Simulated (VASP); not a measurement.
# SiBi2Te5 (Pbam) in VASP: single point with PBE

Aim: the single point of SiBi2Te5 with PBE.

Program: VASP 6.6.1. These are calculated values, not measurements. Logs are shortened: lines on timing, memory, paths and dates and some standing lists are left out, and cuts for length are marked.

## Step 1: The cell of the first run

The structure is orthorhombic, space group Pbam (No. 55). The conventional cell has a = 9.282 Å, b = 13.294 Å, c = 4.245 Å, α = 90.00°, β = 90.00°, γ = 90.00°. Within 3.7 Å of Si (site symmetry 2/m) lie 6 Te at 2.77 to 2.83 Å. Within 4.3 Å of Bi (site symmetry m) lie 8 Te at 2.94 to 4.03 Å and 2 Si at 4.09 Å and 2 Bi at 4.25 Å. Te (site symmetry m) has 1 Si at 2.77 Å and 4 Bi at 3.06 to 4.03 Å and 10 Te at 3.82 to 4.51 Å within 4.6 Å. Te (site symmetry m) has 2 Si at 2.83 Å and 2 Bi at 2.94 to 4.02 Å and 11 Te at 3.74 to 4.34 Å within 4.4 Å. Te (site symmetry 2/m) has 4 Bi at 3.23 Å and 8 Te at 3.74 to 4.25 Å within 4.3 Å.

## Step 2: Single point, PBE

Input file INCAR:

```
PREC = Accurate
ENCUT = 500
EDIFF = 1E-6
ISMEAR = 0
SIGMA = 0.1
LREAL = F
LASPH = T
NELM = 120
ALGO = Normal
ISIF = 2
LWAVE = F
LCHARG = F
GGA = PE
NBANDS = 78
GGA_COMPAT = F
```

Input file KPOINTS:

```
regular mesh
0
Gamma
  2 2 4
```

Input file POSCAR:

```
SiBi2Te5
1.0
    9.2819888120      0.0000000000      0.0000000000
    0.0000000000     13.2942988299      0.0000000000
    0.0000000000      0.0000000000      4.2453032596
Si Bi Te
2 4 10
Direct
    0.5000000000      0.5000000000      0.0000000000
    0.0000000000      0.0000000000      0.0000000000
    0.6767367275      0.8646890341      0.5000000000
    0.3232632725      0.1353109659      0.5000000000
    0.1767367275      0.6353109659      0.5000000000
    0.8232632725      0.3646890341      0.5000000000
    0.3973189027      0.6959102970      0.0000000000
    0.6026810973      0.3040897030      0.0000000000
    0.6809001899      0.5625762509      0.5000000000
    0.3190998101      0.4374237491      0.5000000000
    0.8973189027      0.8040897030      0.0000000000
    0.1026810973      0.1959102970      0.0000000000
    0.1809001899      0.9374237491      0.5000000000
    0.8190998101      0.0625762509      0.5000000000
    0.5000000000      0.0000000000      0.0000000000
    0.0000000000      0.5000000000      0.0000000000
```

Potentials or basis: VASP PAW PBE potentials, release 64 (Si, Bi_d, Te).

The run is started by

```console
> cat potpaw_PBE.64/Si/POTCAR potpaw_PBE.64/Bi_d/POTCAR potpaw_PBE.64/Te/POTCAR > POTCAR
> mpirun -np 1 vasp_std > vasp.out
```

OUTCAR:

```text
PREC = Accurate
   ENCUT = 500
   EDIFF = 1E-6
   ISMEAR = 0
   LREAL = F
   LASPH = T
   NELM = 120
   ISIF = 2
   GGA = PE

 ion  position               nearest neighbor table
   1  0.500  0.500  0.000-   7 2.77   8 2.77   9 2.83  10 2.83   9 2.83  10 2.83
   2  0.000  0.000  0.000-  11 2.77  12 2.77  13 2.83  14 2.83  13 2.83  14 2.83
   3  0.677  0.865  0.500-  14 2.94  11 3.06  11 3.06  15 3.23  15 3.23
   4  0.323  0.135  0.500-  13 2.94  12 3.06  12 3.06  15 3.23  15 3.23
   5  0.177  0.635  0.500-  10 2.94   7 3.06   7 3.06  16 3.23  16 3.23
   6  0.823  0.365  0.500-   9 2.94   8 3.06   8 3.06  16 3.23  16 3.23
   7  0.397  0.696  0.000-   1 2.77   5 3.06   5 3.06
   8  0.603  0.304  0.000-   1 2.77   6 3.06   6 3.06
   9  0.681  0.563  0.500-   1 2.83   1 2.83   6 2.94
  10  0.319  0.437  0.500-   1 2.83   1 2.83   5 2.94
  11  0.897  0.804  0.000-   2 2.77   3 3.06   3 3.06
  12  0.103  0.196  0.000-   2 2.77   4 3.06   4 3.06
  13  0.181  0.937  0.500-   2 2.83   2 2.83   4 2.94
  14  0.819  0.063  0.500-   2 2.83   2 2.83   3 2.94
  15  0.500  0.000  0.000-   3 3.23   4 3.23   3 3.23   4 3.23
  16  0.000  0.500  0.000-   5 3.23   6 3.23   5 3.23   6 3.23

  LATTYP: Found a simple orthorhombic cell.
 ALAT       =     4.2453032596
 B/A-ratio  =     2.1864136069
 C/A-ratio  =     3.1315310160

  Lattice vectors:

 A1 = (   0.0000000000,   0.0000000000,   4.2453032596)
 A2 = (   9.2819888120,   0.0000000000,   0.0000000000)
 A3 = (   0.0000000000,  13.2942988299,   0.0000000000)

Analysis of symmetry for initial positions (statically):
=====================================================================
 Subroutine PRICEL returns:
 Original cell was already a primitive cell.

 Routine SETGRP: Setting up the symmetry group for a
 simple orthorhombic supercell.

 Subroutine GETGRP returns: Found  8 space group operations
 (whereof  4 operations were pure point group operations)
 out of a pool of  8 trial point group operations.

The static configuration has the point symmetry C_2h.
 The point group associated with its full space group is D_2h.

Analysis of symmetry for dynamics (positions and initial velocities):
=====================================================================
 Subroutine PRICEL returns:
 Original cell was already a primitive cell.

 Routine SETGRP: Setting up the symmetry group for a
 simple orthorhombic supercell.

 Subroutine GETGRP returns: Found  8 space group operations
 (whereof  4 operations were pure point group operations)
 out of a pool of  8 trial point group operations.

The dynamic configuration has the point symmetry C_2h.
[... 116 lines left out ...]
   LREAL  =      F    real-space projection
[... 7 lines left out ...]
   TEBEG  =    0.0;   TEEND  =   0.0 temperature during run
   PSTRESS=    0.0 pullay stress
   NELECT =     128.0000    total number of electrons
   NUPDOWN=      -1.0000    fix difference up-down
   EMIN   =  10.00;   EMAX   =-10.00  energy-range for DOS
   EFERMI =   0.00;   METHOD = LEGACY
   ISMEAR =     0;   SIGMA  =   0.10  broadening in eV -4-tet -1-fermi 0-gaus
   EFERMI_NEDOS =   21; number of points for ismear=-14 and -15
   IALGO  =     38    algorithm
   IMIX   =      4    mixing-type and parameters
     AMIX     =   0.40;   BMIX     =  1.00
     AMIX_MAG =   1.60;   BMIX_MAG =  1.00
  volume/ion in A,a.u.               =      32.74       220.95
  Fermi-wavevector in a.u.,A,eV,Ry     =   1.023465  1.934069 14.251845  1.047481
  Thomas-Fermi vector in A             =   2.157200
   LORBIT       =      0    0 simple, 1 ext, 2 COOP (PROOUT), +10 PAW based schemes
   GGA     = PE    functional components
   LHFCALC =     F    Hartree Fock is set to
   AEXX    =    0.0000 exact exchange contribution
   IVDW    =     0    specifies the selected vdW correction
   LEPSILON=     F    determine dielectric tensor
   LRPA    =     F    only Hartree local field effects (RPA)
 non-spin polarized calculation
 Gauss-broadening in eV      SIGMA  =   0.10
  energy-cutoff  :      500.00
  volume of cell :      523.86
 maximum number of plane-waves:     13360
 NGX is ok and might be reduce to    70
   NGX = 33   NGY = 49   NGZ = 15

 number of electron     128.0000019 magnetization

 Free energy of the ion-electron system (eV)
  ---------------------------------------------------
  ext. energy  EPLUGINS =         0.00000000
  ---------------------------------------------------
  free energy    TOTEN  =       -58.22286709 eV

  energy without entropy =      -58.18648007  energy(sigma->0) =      -58.20467358

 E-fermi :   5.9684     XC(G=0):  -9.1897

 val. band max:        5.9628996152   @ k =   0.0000   0.0000   0.2500
 cond. band min:       5.9987530829   @ k =   0.0000   0.5000   0.2500
 fundamental gap:      0.0358534676
 Fermi energy:         5.9684092750

 k-point     1 :       0.0000    0.0000    0.0000
  band No.  band energies     occupation
      1     -17.4454      2.00000
      2     -17.4453      2.00000
      3     -17.4452      2.00000
      4     -17.4452      2.00000
      5     -17.4333      2.00000
      6     -17.4333      2.00000
[... 937 lines left out ...]
     75       8.8090      0.00000
     76       8.8090      0.00000
 [bands above 76 left out]

------------------------ aborting loop because EDIFF is reached ----------------------------------------

  FORCE on cell =-STRESS in cart. coord.  units (eV):
  Direction    XX          YY          ZZ          XY          YZ          ZX
  --------------------------------------------------------------------------------------
  -------------------------------------------------------------------------------------
  Total        0.5325040      0.2392964     -0.3220717      0.0000000      0.0000000      0.0000000
  in kB        1.6286143      0.7318658     -0.9850266      0.0000000      0.0000000      0.0000000
  external PRESSURE =       0.4584845 kB  Pullay stress =       0.0000000 kB

 VOLUME and BASIS-vectors are now :
 -----------------------------------------------------------------------------
  energy-cutoff  :      500.00
  volume of cell :      523.86
      direct lattice vectors                 reciprocal lattice vectors
     9.281988812  0.000000000  0.000000000     0.107735532  0.000000000  0.000000000
     0.000000000 13.294298830  0.000000000     0.000000000  0.075220214  0.000000000
     0.000000000  0.000000000  4.245303260     0.000000000  0.000000000  0.235554432

 POSITION                                       TOTAL-FORCE (eV/Angst)
 -----------------------------------------------------------------------------------
      4.64099      6.64715      0.00000         0.000000      0.000000      0.000000
      0.00000      0.00000      0.00000         0.000000      0.000000      0.000000
      6.28146     11.49543      2.12265        -0.003407     -0.025298      0.000000
      3.00053      1.79886      2.12265         0.003407      0.025298     -0.000000
      1.64047      8.44601      2.12265        -0.003407      0.025298      0.000000
      7.64152      4.84828      2.12265         0.003407     -0.025298     -0.000000
[... 8 lines left out ...]
      4.64099      0.00000      0.00000         0.000000      0.000000      0.000000
      0.00000      6.64715      0.00000         0.000000      0.000000      0.000000
 -----------------------------------------------------------------------------------
    total drift:                                0.000000      0.000000      0.000000

  FREE ENERGIE OF THE ION-ELECTRON SYSTEM (eV)
  ---------------------------------------------------
  free  energy   TOTEN  =       -58.2228670874 eV

  energy  without entropy=      -58.1864800746  energy(sigma->0) =      -58.20467358
```

OSZICAR:

```text
N       E                     dE             d eps       ncg     rms          rms(c)
DAV:   1     0.109498516038E+04    0.10950E+04   -0.53284E+04  1904   0.146E+03
DAV:   2     0.742208111714E+02   -0.10208E+04   -0.98646E+03  2074   0.352E+02
DAV:   3    -0.522522770032E+02   -0.12647E+03   -0.12185E+03  2322   0.144E+02
DAV:   4    -0.588063946313E+02   -0.65541E+01   -0.64654E+01  2176   0.336E+01
DAV:   5    -0.591991289824E+02   -0.39273E+00   -0.39131E+00  2760   0.819E+00    0.150E+01
DAV:   6    -0.582494258973E+02    0.94970E+00   -0.16657E+00  2360   0.500E+00    0.938E+00
DAV:   7    -0.582519740407E+02   -0.25481E-02   -0.11739E+00  2328   0.304E+00    0.133E+00
DAV:   8    -0.582197509609E+02    0.32223E-01   -0.24515E-01  2186   0.202E+00    0.105E+00
DAV:   9    -0.582224113454E+02   -0.26604E-02   -0.25288E-02  2328   0.509E-01    0.338E-01
DAV:  10    -0.582228339236E+02   -0.42258E-03   -0.21012E-03  2690   0.146E-01    0.168E-01
DAV:  11    -0.582228841367E+02   -0.50213E-04   -0.76485E-04  2472   0.142E-01    0.370E-02
DAV:  12    -0.582228683850E+02    0.15752E-04   -0.13792E-04  2138   0.502E-02    0.354E-02
DAV:  13    -0.582228696958E+02   -0.13108E-05   -0.29193E-05  2432   0.186E-02    0.262E-02
DAV:  14    -0.582228680255E+02    0.16703E-05   -0.50667E-06  1826   0.686E-03    0.650E-03
DAV:  15    -0.582228670874E+02    0.93808E-06   -0.10205E-06  1176   0.365E-03
   1 F= -.58222867E+02 E0= -.58204674E+02  d E =-.363870E-01
```

stdout:

```text
POSCAR found type information on POSCAR SiBiTe
 POSCAR found :  3 types and      16 ions
 scaLAPACK will be used
 LDA part: xc-table for (Slater+PW92), standard interpolation
 POSCAR, INCAR and KPOINTS ok, starting setup
 FFT: planning ... GRIDC
 FFT: planning ... GRID_SOFT
 FFT: planning ... GRID
 WAVECAR not read
 entering main loop
```

It took 19 min on 1 thread of Oxide Virtual Turin-like, shared host; peak memory 0.67 GiB.

What came out:

```
Free energy            : -58.2229 eV
Pressure               : 0.0 GPa
Largest force          : 0.036 eV/Å
Band gap on the k mesh : zero (bands 64 and 65 overlap by 0.54 eV)
```

Forces on the atoms (eV/Å):
```
Si   0.000  0.000  0.000
Si   0.000  0.000  0.000
Bi  -0.003 -0.025  0.000
Bi   0.003  0.025  0.000
Bi  -0.003  0.025  0.000
Bi   0.003 -0.025  0.000
Te  -0.027 -0.013  0.000
Te   0.027  0.013  0.000
Te  -0.035  0.009  0.000
Te   0.035 -0.009  0.000
Te  -0.027  0.013  0.000
Te   0.027 -0.013  0.000
Te  -0.035 -0.009  0.000
Te   0.035  0.009  0.000
Te   0.000  0.000  0.000
Te   0.000  0.000  0.000
```

Levels at points of the mesh, in eV from the Fermi level:
| k point | band 61 | band 62 | band 63 | band 64 | band 65 | band 66 | band 67 | band 68 |
| --- | --- | --- | --- | --- | --- | --- | --- | --- |
| (0.00, 0.00, 0.00) | -1.01 | -0.83 | -0.77 | -0.57 | -0.26 | 0.05 | 1.02 | 1.15 |
| (0.50, 0.00, 0.00) | -0.73 | -0.73 | -0.50 | -0.50 | 0.24 | 0.24 | 0.58 | 0.58 |
| (0.00, 0.50, 0.00) | -0.92 | -0.92 | -0.36 | -0.36 | -0.01 | -0.01 | 0.67 | 0.67 |
| (0.50, 0.50, 0.00) | -0.64 | -0.64 | -0.49 | -0.49 | 0.29 | 0.29 | 0.83 | 0.83 |
| (0.00, 0.00, 0.50) | -1.08 | -1.06 | -1.00 | -0.77 | -0.51 | 0.20 | 0.46 | 0.71 |
| (0.50, 0.00, 0.50) | -0.86 | -0.86 | -0.26 | -0.26 | 0.16 | 0.16 | 0.82 | 0.82 |
| (0.00, 0.50, 0.50) | -1.19 | -1.19 | -0.96 | -0.96 | 0.11 | 0.11 | 0.73 | 0.73 |
| (0.50, 0.50, 0.50) | -0.56 | -0.56 | -0.18 | -0.18 | 0.84 | 0.84 | 0.97 | 0.97 |

Caveat: the k points lie up to 0.37 Å⁻¹ apart, too coarse for converged energies and pressures of a metal; spin-orbit coupling is left out, which moves the levels of the heavy elements.

The gap in the log of VASP goes by the Fermi energy; the results here count the filled bands.